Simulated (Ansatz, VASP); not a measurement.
## Hf in VASP and in Ansatz

```xyz
1
Lattice="0.0000 2.2092 2.2092 2.2092 0.0000 2.2092 2.2092 2.2092 0.0000" Properties=species:S:1:pos:R:3 pbc="T T T"
Hf    0.0000    0.0000    0.0000
```

Alike in both runs: functional PBEsol; k mesh 16 × 16 × 16; occupations gaussian, width 0.1 eV; no spin polarisation.

Ansatz relaxed the structure, and its values are those at the end. VASP's run is a single point on that final structure, the one shown.

|  | VASP | Ansatz |
| --- | --- | --- |
| version | VASP 6.6.1 | Ansatz 0.2.0 |
| potentials or method | VASP PAW PBE potentials, release 64 (Hf_pv), cutoff 520 eV | scalar-relativistic, plane waves, PAW |
| valence electrons in the cell | 10 | 26 |

|  | VASP | Ansatz | Ansatz less VASP |
| --- | --- | --- | --- |
| gap on the k mesh at the Fermi level (eV) | none | none | - |
| pressure (GPa) | -0.5 | -0.1 | +0.40 |

VASP's potentials were made for PBE, not for PBEsol. A gap of «none» marks a metal or a gap that the smearing closes. VASP's potentials hold 10 valence electrons a cell and Ansatz's 26, so a difference there can come from the potentials and not from the codes.

Neither program's run includes spin-orbit coupling.
